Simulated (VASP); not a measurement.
Runs of VASP 6.6.1 on Ag. The structure is cubic, space group Fm-3m (No. 225). Conventional cell: a = 4.085 Å, b = 4.085 Å, c = 4.085 Å, α = 90.00°, β = 90.00°, γ = 90.00°. Ag (site symmetry m-3m) has 12 Ag at 2.89 Å within 3.8 Å. 

```tsv
level	potentials or basis	k mesh	gap on the mesh (eV)	pressure (GPa)
r2SCAN	VASP PAW PBE potentials, release 64 (Ag)	7 × 7 × 7	none	1.6
LDA	VASP PAW LDA potentials, release 64 (Ag)	7 × 7 × 7	none	(a)
PBEsol	VASP PAW PBE potentials, release 64 (Ag)	7 × 7 × 7	none	-2.8
PBEsol	VASP PAW PBE potentials, release 64 (Ag)	3 × 3 × 3	none	-2.0
```

Alike in all rows: task electric field gradients; no spin polarisation; cell as given; cutoff (eV) 520; smearing fermi-dirac 0.05 eV.

Task: Fill in the values left out.

Result: (a) -7.2.

Caveats: some runs use coarse meshes; the PAW data sets were made with another functional, which shifts forces and pressure a little (at least some runs); the cell stands under tension (at least some runs).

A k mesh can miss the band edges, and the runs leave out spin-orbit coupling on Ag.

A gap of «none» marks levels without a gap at the run's occupations.
